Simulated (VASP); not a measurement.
# RbOs3 (Pmm2) in VASP: further runs

Runs on RbOs3. Level: PBE. Tasks: single point, relaxation of cell and atoms.

All numbers are computed with VASP 6.6.1; they aren't measurements. Logs are shortened: lines on timing, memory, paths and dates and some standing lists are left out, and cuts for length are marked.

### 1 The cell of the first run

The structure is orthorhombic, space group Pmm2 (No. 25). Conventional cell: a = 3.712 Å, b = 5.054 Å, c = 6.323 Å, α = 90.00°, β = 90.00°, γ = 90.00°. Within 4.7 Å of Rb (site symmetry mm2) lie 12 Os at 3.54 to 4.59 Å and 2 Rb at 3.71 Å. Within 3.1 Å of Os (site symmetry m) lie 4 Os at 2.36 to 2.69 Å. Within 3.2 Å of Os (site symmetry mm2) lie 4 Os at 2.43 Å.

The cell was generated, and may not be a known phase.

### 2 Single point, PBE

INCAR reads:

```
  PREC = Accurate
  ENCUT = 520
  EDIFF = 1E-7
  ISMEAR = 0
  SIGMA = 0.1
  LREAL = F
  LASPH = T
  NELM = 60
  ALGO = Normal
  ISIF = 2
  LWAVE = F
  LCHARG = F
  GGA = PE
  NBANDS = 24
```

KPOINTS reads:

```
regular mesh
0
Gamma
  4 4 4
```

POSCAR reads:

```
RbOs3
1.0
    5.0535132944      0.0000000000      0.0000000000
    0.0000000000      3.7123698196      0.0000000000
    0.0000000000      0.0000000000      6.3227443431
Rb Os
1 3
Direct
    0.0000000000      0.0000000000      0.1205900910
    0.2334009973      0.5000000000      0.6406815784
    0.7665990027      0.5000000000      0.6406815784
    0.5000000000      0.0000000000      0.5135924658
```

Potentials or basis: VASP PAW PBE potentials, release 64 (Rb_sv, Os).

Command:

```bash
cat potpaw_PBE.64/Rb_sv/POTCAR potpaw_PBE.64/Os/POTCAR > POTCAR
mpirun -np 1 vasp_std > vasp.out
```

OUTCAR:

```text
PREC = Accurate
   ENCUT = 520
   EDIFF = 1E-7
   ISMEAR = 0
   LREAL = F
   LASPH = T
   NELM = 60
   ISIF = 2
   GGA = PE

 ion  position               nearest neighbor table
   1  0.000  0.000  0.121-   4 3.54   4 3.54   2 3.75   2 3.75   3 3.75   3 3.75   3 3.96   3 3.96
                             2 3.96   2 3.96   4 4.59   4 4.59
   2  0.233  0.500  0.641-   3 2.36   4 2.43   4 2.43   3 2.69   1 3.75   1 3.75   1 3.96   1 3.96

   3  0.767  0.500  0.641-   2 2.36   4 2.43   4 2.43   2 2.69   1 3.75   1 3.75   1 3.96   1 3.96

   4  0.500  0.000  0.514-   2 2.43   3 2.43   2 2.43   3 2.43   1 3.54   1 3.54   1 4.59   1 4.59

  LATTYP: Found a simple orthorhombic cell.
 ALAT       =     3.7123698196
 B/A-ratio  =     1.3612634355
 C/A-ratio  =     1.7031558412

  Lattice vectors:

 A1 = (   0.0000000000,  -3.7123698196,   0.0000000000)
 A2 = (   5.0535132944,   0.0000000000,   0.0000000000)
 A3 = (   0.0000000000,   0.0000000000,   6.3227443431)

Analysis of symmetry for initial positions (statically):
=====================================================================
 Subroutine PRICEL returns:
 Original cell was already a primitive cell.

 Routine SETGRP: Setting up the symmetry group for a
 simple orthorhombic supercell.

 Subroutine GETGRP returns: Found  4 space group operations
 (whereof  4 operations were pure point group operations)
 out of a pool of  8 trial point group operations.

The static configuration has the point symmetry C_2v.

Analysis of symmetry for dynamics (positions and initial velocities):
=====================================================================
 Subroutine PRICEL returns:
 Original cell was already a primitive cell.

 Routine SETGRP: Setting up the symmetry group for a
 simple orthorhombic supercell.

 Subroutine GETGRP returns: Found  4 space group operations
 (whereof  4 operations were pure point group operations)
 out of a pool of  8 trial point group operations.

The dynamic configuration has the point symmetry C_2v.

 Subroutine INISYM returns: Found  4 space group operations
 (whereof  4 operations are pure point group operations),
 and found     1 'primitive' translations

----------------------------------------------------------------------------------------

                                     Primitive cell

  volume of cell :     118.6179

  direct lattice vectors                    reciprocal lattice vectors
     5.053513294  0.000000000  0.000000000     0.197882135  0.000000000  0.000000000
     0.000000000  3.712369820  0.000000000     0.000000000  0.269369715  0.000000000
     0.000000000  0.000000000  6.322744343     0.000000000  0.000000000  0.158159170

  length of vectors
     5.053513294  3.712369820  6.322744343     0.197882135  0.269369715  0.158159170

  position of ions in fractional coordinates (direct lattice)
     0.000000000  0.000000000  0.120590091
     0.233400997  0.500000000  0.640681578
     0.766599003  0.500000000  0.640681578
     0.500000000  0.000000000  0.513592466

  ion indices of the primitive-cell ions
   primitive index   ion index
                 1           1
                 2           2
                 3           3
                 4           4

----------------------------------------------------------------------------------------

 KPOINTS: regular mesh

Automatic generation of k-mesh.
 Grid dimensions read from file:
 generate k-points for:    4    4    4

 Generating k-lattice:

  Cartesian coordinates                     Fractional coordinates (reciprocal lattice)
     0.049470534  0.000000000  0.000000000     0.250000000  0.000000000  0.000000000
     0.000000000  0.067342429  0.000000000     0.000000000  0.250000000  0.000000000
     0.000000000  0.000000000  0.039539793     0.000000000  0.000000000  0.250000000

  Length of vectors
     0.049470534  0.067342429  0.039539793

  Shift w.r.t. Gamma in fractional coordinates (k-lattice)
     0.000000000  0.000000000  0.000000000

 Subroutine IBZKPT returns following result:
 ===========================================

 Found     27 irreducible k-points:

 Following reciprocal coordinates:
            Coordinates               Weight
  0.000000  0.000000  0.000000      1.000000
  0.250000  0.000000  0.000000      2.000000
  0.500000  0.000000  0.000000      1.000000
  0.000000  0.250000  0.000000      2.000000
  0.250000  0.250000  0.000000      4.000000
  0.500000  0.250000  0.000000      2.000000
[... 16 lines left out ...]
  0.250000  0.250000  0.500000      4.000000
  0.500000  0.250000  0.500000      2.000000
 [... further k-points ...]
   k-points           NKPTS =     27   k-points in BZ     NKDIM =     27   number of bands    NBANDS=     24
   number of dos      NEDOS =    301   number of ions     NIONS =      4
   total plane-waves  NPLWV =  53760
   dimension x,y,z NGX =    40 NGY =   28 NGZ =   48
   dimension x,y,z NGXF=    80 NGYF=   56 NGZF=   96
   ions per type =               1   3
   NGX,Y,Z   is equivalent  to a cutoff of  13.16, 12.54, 12.62 a.u.
   NGXF,Y,Z  is equivalent  to a cutoff of  26.32, 25.08, 25.24 a.u.
 SYSTEM =  unknown system
   PREC   = accura    normal or accurate (medium, high low for compatibility)
   ISTART =      0    job   : 0-new  1-cont  2-samecut
   ICHARG =      2    charge: 1-file 2-atom 10-const
   ISPIN  =      1    spin polarized calculation?
   LNONCOLLINEAR =      F non collinear calculations
   LSORBIT =      F    spin-orbit coupling
   LASPH  =      T    aspherical Exc in radial PAW
   ENCUT  =  520.0 eV  38.22 Ry    6.18 a.u.   9.40  6.90 11.76*2*pi/ulx,y,z
   NELM   =     60;   NELMIN=  2; NELMDL= -5     # of ELM steps
   EDIFF  = 0.1E-06   stopping-criterion for ELM
   LREAL  =      F    real-space projection
   EDIFFG = 0.1E-05   stopping-criterion for IOM
   NSW    =      0    number of steps for IOM
   IBRION =     -1    ionic relax: 0-MD 1-quasi-New 2-CG
   NFREE  =      0    steps in history (QN), initial steepest desc. (CG)
   ISIF   =      2    stress and relaxation
   ISYM   =      2    0-nonsym 1-usesym 2-fastsym
   POTIM  = 0.5000    time-step for ionic-motion
   TEBEG  =    0.0;   TEEND  =   0.0 temperature during run
   PSTRESS=    0.0 pullay stress
   NELECT =      33.0000    total number of electrons
   NUPDOWN=      -1.0000    fix difference up-down
   EMIN   =  10.00;   EMAX   =-10.00  energy-range for DOS
   EFERMI =   0.00;   METHOD = LEGACY
   ISMEAR =     0;   SIGMA  =   0.10  broadening in eV -4-tet -1-fermi 0-gaus
   EFERMI_NEDOS =   21; number of points for ismear=-14 and -15
   IALGO  =     38    algorithm
   IMIX   =      4    mixing-type and parameters
     AMIX     =   0.40;   BMIX     =  1.00
     AMIX_MAG =   1.60;   BMIX_MAG =  1.00
  volume/ion in A,a.u.               =      29.65       200.12
  Fermi-wavevector in a.u.,A,eV,Ry     =   1.068717  2.019582 15.539976  1.142156
  Thomas-Fermi vector in A             =   2.204374
   LORBIT       =      0    0 simple, 1 ext, 2 COOP (PROOUT), +10 PAW based schemes
   GGA     = PE    functional components
   LHFCALC =     F    Hartree Fock is set to
   AEXX    =    0.0000 exact exchange contribution
   IVDW    =     0    specifies the selected vdW correction
   LEPSILON=     F    determine dielectric tensor
   LRPA    =     F    only Hartree local field effects (RPA)
 non-spin polarized calculation
 Gauss-broadening in eV      SIGMA  =   0.10
  energy-cutoff  :      520.00
  volume of cell :      118.62
 maximum number of plane-waves:      3216
 NGX is ok and might be reduce to    40
   NGX = 19   NGY = 13   NGZ = 23

 number of electron      32.9999999 magnetization

 Free energy of the ion-electron system (eV)
  ---------------------------------------------------
  ext. energy  EPLUGINS =         0.00000000
  ---------------------------------------------------
  free energy    TOTEN  =       -29.11048343 eV

  energy without entropy =      -29.07566558  energy(sigma->0) =      -29.09307450

 E-fermi :   2.1911     XC(G=0):  -9.1494

 val. band max:        2.1903596397   @ k =   0.2500   0.5000   0.2500
 cond. band min:       2.1983482429   @ k =   0.2500   0.5000   0.5000
 fundamental gap:      0.0079886032
 Fermi energy:         2.1911106738

 k-point     1 :       0.0000    0.0000    0.0000
  band No.  band energies     occupation
      1     -24.8344      2.00000
      2      -8.9600      2.00000
      3      -8.9398      2.00000
      4      -8.6677      2.00000
      5      -5.3723      2.00000
      6      -3.1854      2.00000
[... 16 lines left out ...]
     23       5.9231      0.00000
     24       7.2107      0.00000

 k-point     2 :       0.2500    0.0000    0.0000
  band No.  band energies     occupation
      1     -24.8337      2.00000
      2      -8.9966      2.00000
      3      -8.9365      2.00000
      4      -8.6663      2.00000
      5      -4.7191      2.00000
      6      -2.8448      2.00000
[... 16 lines left out ...]
     23       5.6322      0.00000
     24       6.9384      0.00000

 k-point     3 :       0.5000    0.0000    0.0000
  band No.  band energies     occupation
      1     -24.8330      2.00000
      2      -9.0320      2.00000
      3      -8.9333      2.00000
      4      -8.6649      2.00000
      5      -3.7386      2.00000
      6      -2.3638      2.00000
[... 16 lines left out ...]
     23       6.1412      0.00000
     24       6.4692      0.00000
[... 514 lines left out ...]
 k-point    23 :       0.2500    0.2500    0.5000
  band No.  band energies     occupation
      1     -24.8027      2.00000
      2      -9.0525      2.00000
      3      -8.9402      2.00000
      4      -8.8984      2.00000
      5      -4.0487      2.00000
      6      -2.7507      2.00000
[... 16 lines left out ...]
     23       6.2129      0.00000
     24       7.1002      0.00000

 k-point    24 :       0.5000    0.2500    0.5000
  band No.  band energies     occupation
      1     -24.8020      2.00000
      2      -9.0495      2.00000
      3      -8.9682      2.00000
      4      -8.8890      2.00000
      5      -3.0836      2.00000
      6      -2.6100      2.00000
[... 16 lines left out ...]
     23       5.5570      0.00000
     24       7.7462      0.00000

 [... further k-points ...]

------------------------ aborting loop because EDIFF is reached ----------------------------------------

  FORCE on cell =-STRESS in cart. coord.  units (eV):
  Direction    XX          YY          ZZ          XY          YZ          ZX
  --------------------------------------------------------------------------------------
  -------------------------------------------------------------------------------------
  Total       -0.3673623     -0.3585035     -0.0969588      0.0000000      0.0000000      0.0000000
  in kB       -4.9619791     -4.8423224     -1.3096273      0.0000000      0.0000000      0.0000000
  external PRESSURE =      -3.7046430 kB  Pullay stress =       0.0000000 kB

 VOLUME and BASIS-vectors are now :
 -----------------------------------------------------------------------------
  energy-cutoff  :      520.00
  volume of cell :      118.62
      direct lattice vectors                 reciprocal lattice vectors
     5.053513294  0.000000000  0.000000000     0.197882135  0.000000000  0.000000000
     0.000000000  3.712369820  0.000000000     0.000000000  0.269369715  0.000000000
     0.000000000  0.000000000  6.322744343     0.000000000  0.000000000  0.158159170

 POSITION                                       TOTAL-FORCE (eV/Angst)
 -----------------------------------------------------------------------------------
      0.00000      0.00000      0.76246         0.000000     -0.000000      0.022879
      1.17950      1.85618      4.05087        -0.054340      0.000000     -0.039765
      3.87402      1.85618      4.05087         0.054340     -0.000000     -0.039765
      2.52676      0.00000      3.24731         0.000000     -0.000000      0.056651
 -----------------------------------------------------------------------------------
    total drift:                                0.000000     -0.000000      0.000177

  FREE ENERGIE OF THE ION-ELECTRON SYSTEM (eV)
  ---------------------------------------------------
  free  energy   TOTEN  =       -29.1104834321 eV

  energy  without entropy=      -29.0756655758  energy(sigma->0) =      -29.09307450
```

It took 67 s on 1 thread of AMD EPYC 7R13 (Zen 3), shared host; peak memory 0.22 GiB.

Results:

```
Free energy            : -29.1105 eV
Pressure               : -0.4 GPa
Largest force          : 0.067 eV/Å
Band gap on the k mesh : zero (an odd number of electrons rules out a gap without spin polarisation)
```

Forces on the atoms (eV/Å):
```
Rb   0.000  0.000  0.023
Os  -0.054  0.000 -0.040
Os   0.054  0.000 -0.040
Os   0.000  0.000  0.057
```

Caveat: the k points lie up to 0.42 Å⁻¹ apart, too coarse for converged energies and pressures of a metal; spin-orbit coupling is left out, which moves the levels of the heavy elements.

(Part 1 of 2 ends here.)
